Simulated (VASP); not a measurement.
Here is a VASP 6.6.1 calculation.

File INCAR:

```
PREC = Accurate
ENCUT = 520
EDIFF = 1E-6
ISMEAR = 0
SIGMA = 0.05
LREAL = False
LASPH = True
NELM = 100
ALGO = Normal
ISIF = 2
LWAVE = False
LCHARG = False
GGA = PS
NBANDS = 14
```

Contents of KPOINTS:

```
Automatic mesh
0
Gamma
  6 6 6
```

The input POSCAR:

```
NaCl
1.0
    3.5021900000      0.0000000000      0.0000000000
    0.0000000000      3.5021900000      0.0000000000
    0.0000000000      0.0000000000      3.5021900000
Na Cl
1 1
Direct
    0.0000000000      0.0000000000      0.0000000000
    0.5000000000      0.5000000000      0.5000000000
```

Potentials or basis: VASP PAW PBE potentials, release 64 (Na_pv, Cl).

Command:

```console
$ cat potpaw_PBE.64/Na_pv/POTCAR potpaw_PBE.64/Cl/POTCAR > POTCAR
$ mpirun -np 1 vasp_std > vasp.out
```

(1) Predict the band gap on the k mesh.

(2) What does it give for the pressure?

Answers

(1) 3.84 eV, indirect (least direct gap 4.34 eV).

(2) -1.2 GPa.

Caveat: the PAW data sets were made with another functional, which shifts forces and pressure a little.
